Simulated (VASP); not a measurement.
Write the native input for VASP 6.6.1 that does the following.

```yaml
Task: single point
Functional: r2SCAN
Potentials_or_basis: VASP PAW PBE potentials, release 64 (Ag)
Cutoff: 520 eV
k_mesh: 20 × 20 × 20
Occupations: gaussian, width 0.15 eV
Spin: no spin polarisation
Dipole_correction: no
Further_INCAR_settings: ALGO = Normal; EDIFF = 1e-06; NBANDS = 12
```

The system is Ag.

```xyz
1
Lattice="0.0000 2.0431 2.0125 2.0431 0.0000 2.0125 2.0431 2.0431 0.0000" Properties=species:S:1:pos:R:3 pbc="T T T"
Ag    0.0000    0.0000    0.0000
```

This cell differs from its parent crystal: strain +0.000 along x and y, -0.015 along z.

The input as run:

POSCAR

```
Ag
1.0
    0.0000000000      2.0431000000      2.0124535000
    2.0431000000      0.0000000000      2.0124535000
    2.0431000000      2.0431000000      0.0000000000
Ag
1
Direct
    0.0000000000      0.0000000000      0.0000000000
```

INCAR.step1

```
SYSTEM = Ag
PREC = Accurate
ENCUT = 520
ISMEAR = 0
SIGMA = 0.15
LREAL = .False.
LASPH = .True.
NELM = 80
NBANDS = 12
GGA = PE
ALGO = Normal
EDIFF = 1E-4
LWAVE = .True.
LCHARG = .False.
```

INCAR.step2

```
SYSTEM = Ag
PREC = Accurate
ENCUT = 520
EDIFF = 1E-6
ISMEAR = 0
SIGMA = 0.15
LREAL = .False.
LASPH = .True.
NELM = 80
ALGO = Normal
ISIF = 2
LWAVE = .False.
LCHARG = .False.
METAGGA = R2SCAN
LMIXTAU = .True.
NBANDS = 12
ISTART = 1
```

KPOINTS

```
Automatic mesh
0
Gamma
  20 20 20
  0 0 0
```

Potentials or basis: VASP PAW PBE potentials, release 64 (Ag).

The run is started by

```bash
$ cat potpaw_PBE.64/Ag/POTCAR > POTCAR
$ cp INCAR.step1 INCAR
$ mpirun -np 1 vasp_std > vasp.out
$ cp INCAR.step2 INCAR
$ mpirun -np 1 vasp_std > vasp.out
```

It gave:

```json
{
  "Pressure": "3.4 GPa",
  "Band gap on the k mesh": "zero (an odd number of electrons rules out a gap without spin polarisation)"
}
```

Caveat: the cell differs from its parent crystal (strain +0.000 along x and y, -0.015 along z); the cell stands under pressure; the PAW data sets were made with another functional, which shifts forces and pressure a little.

Wall time 3.3 min on 1 thread of Intel(R) Xeon(R) 6975P-C (Granite Rapids), on a shared host, peak memory 0.25 GiB.
